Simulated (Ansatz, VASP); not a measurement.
## Two plane-wave programs on Al

The input POSCAR:

```
Al
1.0
   -1.5759003900      1.6569236100      1.6579838500
    1.4794763400     -1.5976414500      1.5022776300
    1.6144548200      1.6361958800     -1.5987016800
Al
1
Direct
    0.0000000000      0.0000000000      0.0000000000
```

The input INCAR.step1:

```
PREC = Accurate
ENCUT = 520
EDIFF = 1E-5
ISMEAR = -1
SIGMA = 0.05
LREAL = False
LASPH = True
NELM = 80
ALGO = Normal
ISIF = 2
LWAVE = True
LCHARG = False
NBANDS = 8
GGA = PE
```

The input INCAR.step2:

```
PREC = Accurate
ENCUT = 520
EDIFF = 1E-6
ISMEAR = -1
SIGMA = 0.05
LREAL = False
LASPH = True
NELM = 80
ALGO = Normal
ISIF = 2
LWAVE = False
LCHARG = False
GGA = PE
LHFCALC = True
AEXX = 0.25
HFSCREEN = 0.3
PRECFOCK = Normal
NBANDS = 8
ISTART = 1
```

The input KPOINTS:

```
regular mesh
0
Gamma
  6 6 6
```

File input:

```
crystal:
  lattice:
    - [-1.57590039, 1.65692361, 1.65798385]
    - [1.47947634, -1.59764145, 1.50227763]
    - [1.61445482, 1.63619588, -1.59870168]
  atoms:
    - { symbol: Al, position: [0.0, 0.0, 0.0] }
hamiltonian:
  xc: { exchange: pbe, correlation: pbe, exx: { coeff: 0.25, omega: 0.3 } }
  pseudopotentials: { kind: paw }
kpoints:
  mp_grid: { grid: [6, 6, 6] }
  band_path:
    path:
      - [[-0.5, 0.5, 0.0], [0.0, 0.0, 0.0], [0.5, 0.0, 0.0]]
      - [[0.0, 0.5, 0.0], [0.0, 0.0, 0.0], [0.0, 0.0, -0.5]]
      - [[-0.5, 0.5, -0.5], [0.0, 0.0, 0.0], [0.5, 0.0, -0.5]]
      - [[0.0, 0.5, -0.5], [0.0, 0.0, 0.0]]
    npoints: 4
scf:
  occupations: { method: fermi_dirac, width: 0.05 }
  n_extra_bands: 6
output:
  forces: true
  stress: true
  eigenvalues: true
  fatbands: false
  write_density: true
  write_potential: true
  elf: true
  volumetric_format: npy
```

Change from the starting cell: cell sheared at random, sigma 0.03, atoms nudged by 0.01 Å.

Alike in both runs: functional PBE-based screened hybrid; k mesh 6 × 6 × 6; occupations fermi-dirac, width 0.05 eV; no spin polarisation.

```csv
,VASP,Ansatz
version,VASP 6.6.1,Ansatz 0.2.0
potentials or method,"VASP PAW PBE potentials, release 64 (Al)",Ansatz PAW
plane-wave cutoff (eV),520,420
valence electrons in the cell,3,3
task,single point,band structure
```

|  | VASP | Ansatz | Ansatz less VASP |
| --- | --- | --- | --- |
| gap on the k mesh at the Fermi level (eV) | none | none | - |
| pressure (GPa) | 4.4 | 4.3 | -0.09 |
| traceless stress, the component that is largest in VASP (GPa) | 5.95 | 5.95 | -0.007 |

VASP's potentials were made for PBE, not for PBE-based screened hybrid. A gap of «none» marks a metal or a gap that the smearing closes.

The k mesh is coarse, so the values compare programs but aren't converged.
